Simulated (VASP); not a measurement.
# Sn3Se (Immm) in VASP: further runs

Runs on Sn3Se. Level: PBE. Tasks: single point.

Everything below comes from runs of VASP 6.6.1. Logs are shortened: lines on timing, memory, paths and dates and some standing lists are left out, and cuts for length are marked.

## 1. The cell of the first run

The structure is orthorhombic, space group Immm (No. 71). Conventional cell: a = 5.226 Å, b = 5.318 Å, c = 7.456 Å, α = 90.00°, β = 90.00°, γ = 90.00°. Within 4.2 Å of Sn (site symmetry mm2) lie 4 Se at 3.21 to 3.25 Å and 10 Sn at 3.21 to 3.73 Å. Within 4.2 Å of Sn (site symmetry mmm) lie 8 Sn at 3.21 to 3.25 Å and 6 Se at 3.73 Å. Within 4.2 Å of Se (site symmetry mmm) lie 14 Sn at 3.21 to 3.73 Å.

## 2. Single point, PBE (strain +0.0175 x Voigt [0, 0, 0, 1, 0, 0])

File INCAR:

```
SYSTEM = Sn3Se
ALGO     = Normal         ! electronic algorithm
EDIFF    = 1E-7           ! SCF threshold, eV
ENCUT    = 520            ! plane-wave cutoff, eV
GGA      = PE             ! functional
ISIF     = 2              ! what is computed and relaxed
ISMEAR   = 0              ! smearing method
LASPH    = .True.         ! aspherical terms in the spheres
LCHARG   = .False.        ! write CHGCAR
LREAL    = .False.        ! projectors in reciprocal space
LWAVE    = .False.        ! write WAVECAR
NBANDS   = 32             ! bands
NELM     = 60             ! most SCF steps
PREC     = Accurate       ! precision mode
SIGMA    = 0.15           ! smearing width, eV
```

File KPOINTS:

```
k-points
0
Gamma
  12 12 12
  0 0 0
```

File POSCAR:

```
Sn3Se
1.0
    0.0000000000      3.7605738402      3.7605738402
    3.7279542406      0.0326195996      3.7279542406
    3.7279542406      3.7279542406      0.0326195996
Sn Se
3 1
Direct
    0.2500000000      0.2500000000      0.2500000000
    0.7500000000      0.7500000000      0.7500000000
    0.5000000000      0.5000000000      0.5000000000
    0.0000000000      0.0000000000      0.0000000000
```

Potentials or basis: VASP PAW PBE potentials, release 64 (Sn_d, Se).

On the command line:

```sh
$ cat potpaw_PBE.64/Sn_d/POTCAR potpaw_PBE.64/Se/POTCAR > POTCAR
$ mpirun -np 1 vasp_std > vasp.out
```

OUTCAR:

```text
SYSTEM = Sn3Se
   EDIFF = 1E-7
   ENCUT = 520
   GGA = PE
   ISIF = 2
   ISMEAR = 0
   LASPH = .True.
   LREAL = .False.
   NELM = 60
   PREC = Accurate

 ion  position               nearest neighbor table
   1  0.250  0.250  0.250-   4 3.21   4 3.21   3 3.21   3 3.21   4 3.25   4 3.25   3 3.25   3 3.25
                             2 3.73   2 3.73   2 3.73   2 3.73   2 3.73   2 3.73
   2  0.750  0.750  0.750-   3 3.21   3 3.21   4 3.21   4 3.21   4 3.25   3 3.25   3 3.25   4 3.25
                             1 3.73   1 3.73   1 3.73   1 3.73   1 3.73   1 3.73
   3  0.500  0.500  0.500-   1 3.21   1 3.21   2 3.21   2 3.21   2 3.25   1 3.25   1 3.25   2 3.25

   4  0.000  0.000  0.000-   2 3.21   2 3.21   1 3.21   1 3.21   2 3.25   2 3.25   1 3.25   1 3.25

  LATTYP: Found a body centered orthorhombic cell.
 ALAT       =     5.2259923668
 B/A-ratio  =     1.0176544767
 C/A-ratio  =     1.4266971625

  Lattice vectors:

 A1 = (  -3.7279542406,   3.7279542406,   0.0326195996)
 A2 = (  -3.7279542406,  -3.7279542406,  -0.0326195996)
 A3 = (   3.7279542406,   0.0326195996,   3.7279542406)

Analysis of symmetry for initial positions (statically):
=====================================================================
 Subroutine PRICEL returns:
 Original cell was already a primitive cell.

 Routine SETGRP: Setting up the symmetry group for a
 body centered orthorhombic supercell.

 Subroutine GETGRP returns: Found  8 space group operations
 (whereof  8 operations were pure point group operations)
 out of a pool of  8 trial point group operations.

The static configuration has the point symmetry D_2h.

Analysis of symmetry for dynamics (positions and initial velocities):
=====================================================================
 Subroutine PRICEL returns:
 Original cell was already a primitive cell.

 Routine SETGRP: Setting up the symmetry group for a
 body centered orthorhombic supercell.

 Subroutine GETGRP returns: Found  8 space group operations
 (whereof  8 operations were pure point group operations)
 out of a pool of  8 trial point group operations.

The dynamic configuration has the point symmetry D_2h.

 Subroutine INISYM returns: Found  8 space group operations
 (whereof  8 operations are pure point group operations),
 and found     1 'primitive' translations

----------------------------------------------------------------------------------------

                                     Primitive cell

  volume of cell :     103.6116

  direct lattice vectors                    reciprocal lattice vectors
     0.000000000  3.760573840  3.760573840    -0.134121818  0.132958432  0.132958432
     3.727954241  0.032619600  3.727954241     0.134121818 -0.135305743  0.135305743
     3.727954241  3.727954241  0.032619600     0.134121818  0.135305743 -0.135305743

  length of vectors
     5.318254527  5.272224358  5.272224358     0.230964394  0.233674882  0.233674882

  position of ions in fractional coordinates (direct lattice)
     0.250000000  0.250000000  0.250000000
     0.750000000  0.750000000  0.750000000
     0.500000000  0.500000000  0.500000000
     0.000000000  0.000000000  0.000000000

  ion indices of the primitive-cell ions
   primitive index   ion index
                 1           1
                 2           2
                 3           3
                 4           4

----------------------------------------------------------------------------------------

 KPOINTS: k-points

Automatic generation of k-mesh.
 Grid dimensions read from file:
 generate k-points for:   12   12   12

 Generating k-lattice:

  Cartesian coordinates                     Fractional coordinates (reciprocal lattice)
    -0.011176818  0.011079869  0.011079869     0.083333333  0.000000000  0.000000000
     0.011176818 -0.011275479  0.011275479     0.000000000  0.083333333 -0.000000000
     0.011176818  0.011275479 -0.011275479     0.000000000  0.000000000  0.083333333

  Length of vectors
     0.019247033  0.019472907  0.019472907

  Shift w.r.t. Gamma in fractional coordinates (k-lattice)
     0.000000000  0.000000000  0.000000000

 Subroutine IBZKPT returns following result:
 ===========================================

 Found    280 irreducible k-points:

 Following reciprocal coordinates:
            Coordinates               Weight
  0.000000  0.000000  0.000000      1.000000
  0.083333 -0.000000 -0.000000      4.000000
  0.166667  0.000000  0.000000      4.000000
  0.250000 -0.000000 -0.000000      4.000000
  0.333333  0.000000  0.000000      4.000000
  0.416667 -0.000000 -0.000000      4.000000
[... 16 lines left out ...]
  0.250000  0.166667 -0.000000      8.000000
  0.333333  0.166667 -0.000000      8.000000
 [... further k-points ...]
   k-points           NKPTS =    280   k-points in BZ     NKDIM =    280   number of bands    NBANDS=     32
   number of dos      NEDOS =    301   number of ions     NIONS =      4
   total plane-waves  NPLWV =  64000
   dimension x,y,z NGX =    40 NGY =   40 NGZ =   40
   dimension x,y,z NGXF=    80 NGYF=   80 NGZF=   80
   ions per type =               3   1
   NGX,Y,Z   is equivalent  to a cutoff of  12.50, 12.61, 12.61 a.u.
   NGXF,Y,Z  is equivalent  to a cutoff of  25.01, 25.23, 25.23 a.u.
 SYSTEM =  Sn3Se
   PREC   = accura    normal or accurate (medium, high low for compatibility)
   ISTART =      0    job   : 0-new  1-cont  2-samecut
   ICHARG =      2    charge: 1-file 2-atom 10-const
   ISPIN  =      1    spin polarized calculation?
   LNONCOLLINEAR =      F non collinear calculations
   LSORBIT =      F    spin-orbit coupling
   LASPH  =      T    aspherical Exc in radial PAW
   ENCUT  =  520.0 eV  38.22 Ry    6.18 a.u.   9.89  9.80  9.80*2*pi/ulx,y,z
   NELM   =     60;   NELMIN=  2; NELMDL= -5     # of ELM steps
   EDIFF  = 0.1E-06   stopping-criterion for ELM
   LREAL  =      F    real-space projection
   EDIFFG = 0.1E-05   stopping-criterion for IOM
   NSW    =      0    number of steps for IOM
   IBRION =     -1    ionic relax: 0-MD 1-quasi-New 2-CG
   NFREE  =      0    steps in history (QN), initial steepest desc. (CG)
   ISIF   =      2    stress and relaxation
   ISYM   =      2    0-nonsym 1-usesym 2-fastsym
   POTIM  = 0.5000    time-step for ionic-motion
   TEBEG  =    0.0;   TEEND  =   0.0 temperature during run
   PSTRESS=    0.0 pullay stress
   NELECT =      48.0000    total number of electrons
   NUPDOWN=      -1.0000    fix difference up-down
   EMIN   =  10.00;   EMAX   =-10.00  energy-range for DOS
   EFERMI =   0.00;   METHOD = LEGACY
   ISMEAR =     0;   SIGMA  =   0.15  broadening in eV -4-tet -1-fermi 0-gaus
   EFERMI_NEDOS =   21; number of points for ismear=-14 and -15
   IALGO  =     38    algorithm
   IMIX   =      4    mixing-type and parameters
     AMIX     =   0.40;   BMIX     =  1.00
     AMIX_MAG =   1.60;   BMIX_MAG =  1.00
  volume/ion in A,a.u.               =      25.90       174.80
  Fermi-wavevector in a.u.,A,eV,Ry     =   1.266735  2.393782 21.832146  1.604617
  Thomas-Fermi vector in A             =   2.399920
   LORBIT       =      0    0 simple, 1 ext, 2 COOP (PROOUT), +10 PAW based schemes
   GGA     = PE    functional components
   LHFCALC =     F    Hartree Fock is set to
   AEXX    =    0.0000 exact exchange contribution
   IVDW    =     0    specifies the selected vdW correction
   LEPSILON=     F    determine dielectric tensor
   LRPA    =     F    only Hartree local field effects (RPA)
 non-spin polarized calculation
 Gauss-broadening in eV      SIGMA  =   0.15
  energy-cutoff  :      520.00
  volume of cell :      103.61
 maximum number of plane-waves:      2816
   NGX = 19   NGY = 19   NGZ = 19

 number of electron      48.0000020 magnetization

 Free energy of the ion-electron system (eV)
  ---------------------------------------------------
  ext. energy  EPLUGINS =         0.00000000
  ---------------------------------------------------
  free energy    TOTEN  =       -14.90469821 eV

  energy without entropy =      -14.87523203  energy(sigma->0) =      -14.88996512

 E-fermi :   7.2498     XC(G=0): -10.3113

 val. band max:        7.2463284619   @ k =  -0.3333  -0.4167   0.0833
 cond. band min:       7.2530686298   @ k =   0.0000   0.2500   0.1667
 fundamental gap:      0.0067401679
 Fermi energy:         7.2498185864

 k-point     1 :       0.0000    0.0000    0.0000
  band No.  band energies     occupation
      1     -14.3311      2.00000
      2     -14.3311      2.00000
      3     -14.2973      2.00000
      4     -14.2969      2.00000
      5     -14.2963      2.00000
      6     -14.2937      2.00000
[... 24 lines left out ...]
     31      13.7179      0.00000
     32      13.8620      0.00000

 k-point     2 :       0.0833   -0.0000   -0.0000
  band No.  band energies     occupation
      1     -14.3292      2.00000
      2     -14.3291      2.00000
      3     -14.3027      2.00000
      4     -14.3006      2.00000
      5     -14.2991      2.00000
      6     -14.2899      2.00000
[... 24 lines left out ...]
     31      13.3179      0.00000
     32      13.7439      0.00000

 k-point     3 :       0.1667    0.0000    0.0000
  band No.  band energies     occupation
      1     -14.3236      2.00000
      2     -14.3235      2.00000
      3     -14.3084      2.00000
      4     -14.3060      2.00000
      5     -14.3034      2.00000
      6     -14.2856      2.00000
[... 24 lines left out ...]
     31      12.3369      0.00000
     32      13.4737      0.00000

 k-point     4 :       0.2500   -0.0000   -0.0000
  band No.  band energies     occupation
      1     -14.3149      2.00000
      2     -14.3147      2.00000
      3     -14.3111      2.00000
      4     -14.3104      2.00000
      5     -14.3079      2.00000
      6     -14.2821      2.00000
[... 654 lines left out ...]
     31      13.0538      0.00000
     32      13.0624      0.00000

 k-point    23 :       0.2500    0.1667   -0.0000
  band No.  band energies     occupation
      1     -14.3239      2.00000
      2     -14.3153      2.00000
      3     -14.3143      2.00000
      4     -14.3089      2.00000
      5     -14.2974      2.00000
      6     -14.2872      2.00000
[... 24 lines left out ...]
     31      12.5842      0.00000
     32      12.9561      0.00000

 k-point    24 :       0.3333    0.1667   -0.0000
  band No.  band energies     occupation
      1     -14.3194      2.00000
      2     -14.3171      2.00000
      3     -14.3143      2.00000
      4     -14.3013      2.00000
      5     -14.2935      2.00000
      6     -14.2902      2.00000
[... 24 lines left out ...]
     31      12.7207      0.00000
     32      12.9372      0.00000

 [... further k-points ...]

------------------------ aborting loop because EDIFF is reached ----------------------------------------

  FORCE on cell =-STRESS in cart. coord.  units (eV):
  Direction    XX          YY          ZZ          XY          YZ          ZX
  --------------------------------------------------------------------------------------
  -------------------------------------------------------------------------------------
  Total        0.0873973      0.0715130      0.0715130      0.0000000     -0.1178759      0.0000000
  in kB        1.3514510      1.1058266      1.1058266      0.0000000     -1.8227497      0.0000000
  external PRESSURE =       1.1877014 kB  Pullay stress =       0.0000000 kB

 VOLUME and BASIS-vectors are now :
 -----------------------------------------------------------------------------
  energy-cutoff  :      520.00
  volume of cell :      103.61
      direct lattice vectors                 reciprocal lattice vectors
     0.000000000  3.760573840  3.760573840    -0.134121818  0.132958432  0.132958432
     3.727954241  0.032619600  3.727954241     0.134121818 -0.135305743  0.135305743
     3.727954241  3.727954241  0.032619600     0.134121818  0.135305743 -0.135305743

 POSITION                                       TOTAL-FORCE (eV/Angst)
 -----------------------------------------------------------------------------------
      1.86398      1.88029      1.88029         0.040248     -0.000000     -0.000000
      5.59193      5.64086      5.64086        -0.040248      0.000000      0.000000
      3.72795      3.76057      3.76057         0.000000      0.000000     -0.000000
      0.00000      0.00000      0.00000         0.000000     -0.000000     -0.000000
 -----------------------------------------------------------------------------------
    total drift:                               -0.000000     -0.000000      0.000000

  FREE ENERGIE OF THE ION-ELECTRON SYSTEM (eV)
  ---------------------------------------------------
  free  energy   TOTEN  =       -14.9046982139 eV

  energy  without entropy=      -14.8752320252  energy(sigma->0) =      -14.88996512
```

Wall time 15 min (1 thread of Intel Xeon Platinum 8488C (Sapphire Rapids), shared host); peak memory 0.81 GiB.

Results:

| Quantity | Value |
| --- | --- |
| Free energy | -14.9047 eV |
| Pressure | 0.1 GPa |
| Largest force | 0.040 eV/Å |
| Band gap on the k mesh | zero (bands 24 and 25 overlap by 2.10 eV) |

Forces in eV/Å, atoms in the order of the input:
```
Sn   0.040  0.000  0.000
Sn  -0.040  0.000  0.000
Sn   0.000  0.000  0.000
Se   0.000  0.000  0.000
```

Stress tensor (GPa, compression positive):
```
 0.14  0.00  0.00
 0.00  0.11 -0.18
 0.00 -0.18  0.11
```

Levels at points of the mesh, in eV from the Fermi level:
```
           k point  band 22  band 23  band 24  band 25  band 26  band 27
(0.00, 0.00, 0.00)    -2.84    -1.33    -1.27    -1.23    -0.59    -0.54
(0.50, 0.00, 0.00)    -2.14    -2.12    -0.84     0.40     2.05     2.16
(0.00, 0.50, 0.00)    -2.18    -2.16    -0.86     0.36     2.09     2.21
(0.50, 0.50, 0.00)    -0.33     0.47     0.47     1.01     2.78     2.78
(0.00, 0.50, 0.50)    -0.32     0.43     0.50     1.02     2.72     2.84
```

Caveat: the cell differs from its parent crystal (strain +0.0175 x Voigt [0, 0, 0, 1, 0, 0]); spin-orbit coupling is left out, which moves the levels of the heavy elements.

## 3. Single point, PBE (strain +0.0125 x Voigt [0, 0, 0, 1, 0, 0])

File INCAR:

```
PREC = Accurate
ENCUT = 520
EDIFF = 1E-6
ISMEAR = 0
SIGMA = 0.15
LREAL = F
LASPH = T
NELM = 60
ALGO = Normal
ISIF = 2
LWAVE = F
LCHARG = F
GGA = PE
NBANDS = 32
```

File KPOINTS:

```
Automatic mesh
0
Gamma
  12 12 12
```

File POSCAR:

```
Sn3Se
1.0
    0.0000000000      3.7512539546      3.7512539546
    3.7279542406      0.0232997140      3.7279542406
    3.7279542406      3.7279542406      0.0232997140
Sn Se
3 1
Direct
    0.2500000000      0.2500000000      0.2500000000
    0.7500000000      0.7500000000      0.7500000000
    0.5000000000      0.5000000000      0.5000000000
    0.0000000000      0.0000000000      0.0000000000
```

Potentials or basis: VASP PAW PBE potentials, release 64 (Sn_d, Se).

On the command line:

```sh
$ cat potpaw_PBE.64/Sn_d/POTCAR potpaw_PBE.64/Se/POTCAR > POTCAR
$ mpirun -np 1 vasp_std > vasp.out
```

OUTCAR:

```text
PREC = Accurate
   ENCUT = 520
   EDIFF = 1E-6
   ISMEAR = 0
   LREAL = F
   LASPH = T
   NELM = 60
   ISIF = 2
   GGA = PE

 ion  position               nearest neighbor table
   1  0.250  0.250  0.250-   4 3.22   4 3.22   3 3.22   3 3.22   3 3.24   4 3.24   4 3.24   3 3.24
                             2 3.73   2 3.73   2 3.73   2 3.73   2 3.73   2 3.73
   2  0.750  0.750  0.750-   3 3.22   3 3.22   4 3.22   4 3.22   3 3.24   4 3.24   3 3.24   4 3.24
                             1 3.73   1 3.73   1 3.73   1 3.73   1 3.73   1 3.73
[... 1047 lines left out ...]
  -------------------------------------------------------------------------------------
  Total        0.0918210      0.0835585      0.0835585     -0.0000000     -0.0830856      0.0000000
  in kB        1.4198023      1.2920421      1.2920421     -0.0000000     -1.2847295      0.0000000
  external PRESSURE =       1.3346288 kB  Pullay stress =       0.0000000 kB

 VOLUME and BASIS-vectors are now :
 -----------------------------------------------------------------------------
  energy-cutoff  :      520.00
  volume of cell :      103.62
      direct lattice vectors                 reciprocal lattice vectors
     0.000000000  3.751253955  3.751253955    -0.134121818  0.133288763  0.133288763
     3.727954241  0.023299714  3.727954241     0.134121818 -0.134965351  0.134965351
     3.727954241  3.727954241  0.023299714     0.134121818  0.134965351 -0.134965351

 POSITION                                       TOTAL-FORCE (eV/Angst)
 -----------------------------------------------------------------------------------
      1.86398      1.87563      1.87563         0.028764     -0.000000     -0.000000
      5.59193      5.62688      5.62688        -0.028764      0.000000      0.000000
      3.72795      3.75125      3.75125        -0.000000      0.000000      0.000000
      0.00000      0.00000      0.00000         0.000000     -0.000000      0.000000
 -----------------------------------------------------------------------------------
    total drift:                               -0.000000     -0.000000      0.000000

  FREE ENERGIE OF THE ION-ELECTRON SYSTEM (eV)
  ---------------------------------------------------
  free  energy   TOTEN  =       -14.9052044969 eV

  energy  without entropy=      -14.8754895321  energy(sigma->0) =      -14.89034701
```

stdout:

```text
POSCAR found type information on POSCAR SnSe
 POSCAR found :  2 types and       4 ions
 scaLAPACK will be used
 LDA part: xc-table for (Slater+PW92), standard interpolation
 POSCAR, INCAR and KPOINTS ok, starting setup
 FFT: planning ... GRIDC
 FFT: planning ... GRID_SOFT
 FFT: planning ... GRID
 WAVECAR not read
 entering main loop
```

Wall time 13 min (1 thread of Intel Xeon Platinum 8488C (Sapphire Rapids), shared host); peak memory 0.81 GiB.

Results:

| Property | Result |
| --- | --- |
| Free energy | -14.9052 eV |
| Pressure | 0.1 GPa |
| Largest force | 0.029 eV/Å |
| Band gap on the k mesh | zero (bands 24 and 25 overlap by 2.12 eV) |

Forces on the atoms (eV/Å):
```
Sn   0.029  0.000  0.000
Sn  -0.029  0.000  0.000
Sn   0.000  0.000  0.000
Se   0.000  0.000  0.000
```

Stress tensor (GPa, compression positive):
```
 0.14  0.00  0.00
 0.00  0.13 -0.13
 0.00 -0.13  0.13
```

Levels at points of the mesh, in eV from the Fermi level:
```tsv
k point	band 20	band 21	band 22	band 23	band 24	band 25	band 26	band 27	band 28	band 29
(0.00, 0.00, 0.00)	-2.86	-2.86	-2.84	-1.31	-1.28	-1.24	-0.58	-0.54	-0.51	4.11
(0.50, 0.00, 0.00)	-3.36	-3.34	-2.14	-2.13	-0.84	0.40	2.07	2.15	3.47	3.56
(0.00, 0.50, 0.00)	-3.38	-3.35	-2.17	-2.15	-0.85	0.37	2.10	2.18	3.52	3.61
(0.50, 0.50, 0.00)	-4.81	-4.81	-0.32	0.47	0.47	1.01	2.78	2.78	3.27	4.14
(0.00, 0.50, 0.50)	-4.83	-4.79	-0.32	0.44	0.49	1.02	2.74	2.83	3.27	4.15
```

Caveat: the cell differs from its parent crystal (strain +0.0125 x Voigt [0, 0, 0, 1, 0, 0]); spin-orbit coupling is left out, which moves the levels of the heavy elements.

(Continued in part 2 of 2.)
